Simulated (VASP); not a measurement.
Here is a VASP 6.6.1 calculation.

File INCAR:

```
ALGO     = Normal         # electronic algorithm
EDIFF    = 1E-7           # SCF threshold, eV
EDIFFG   = -0.015         # ionic threshold
ENCUT    = 600            # plane-wave cutoff, eV
GGA      = PE             # functional
IBRION   = 2              # ionic algorithm
ISIF     = 3              # what is computed and relaxed
ISMEAR   = 0              # smearing method
LASPH    = T              # aspherical terms in the spheres
LCHARG   = F              # write CHGCAR
LREAL    = F              # projectors in reciprocal space
LWAVE    = F              # write WAVECAR
NELM     = 80             # most SCF steps
NSW      = 80             # ionic steps
PREC     = Accurate       # precision mode
SIGMA    = 0.1            # smearing width, eV
```

Contents of KPOINTS:

```
k-points
0
Gamma
  8 8 8
```

Contents of POSCAR:

```
ZrC
1.0
    4.7086682164      0.0000000000      0.0000000000
    0.0000000000     -4.7086682164      0.0000000000
    0.0000000000      0.0000000000     -4.7086682164
Zr C
4 4
Direct
    0.0000000000      1.0000000000      1.0000000000
    0.5000000000      0.5000000000      1.0000000000
    0.5000000000      1.0000000000      0.5000000000
    0.0000000000      0.5000000000      0.5000000000
    0.5000000000      0.0000000000      0.0000000000
    0.0000000000      0.5000000000      0.0000000000
    0.0000000000      0.0000000000      0.5000000000
    0.5000000000      0.5000000000      0.5000000000
```

Potentials or basis: VASP PAW PBE potentials, release 64 (Zr_sv, C).

Command:

```console
$ cat potpaw_PBE.64/Zr_sv/POTCAR potpaw_PBE.64/C/POTCAR > POTCAR
$ mpirun -np 1 vasp_std > vasp.out
```

**Question.** What does it give for the band gap on the k mesh?

**Answer.** Zero (bands 32 and 33 overlap by 0.75 eV).

Final structure:
```
Zr C
1.0
     4.70867    0.00000    0.00000
     0.00000   -4.70867    0.00000
     0.00000    0.00000   -4.70867
Zr C
4 4
Cartesian
  0.0000 0.0000 0.0000
  2.3543 -2.3543 0.0000
  2.3543 0.0000 -2.3543
  0.0000 -2.3543 -2.3543
  2.3543 0.0000 0.0000
  0.0000 -2.3543 0.0000
  0.0000 0.0000 -2.3543
  2.3543 -2.3543 -2.3543
```

Caveat: the relaxation stopped at its first step, so nothing moved.
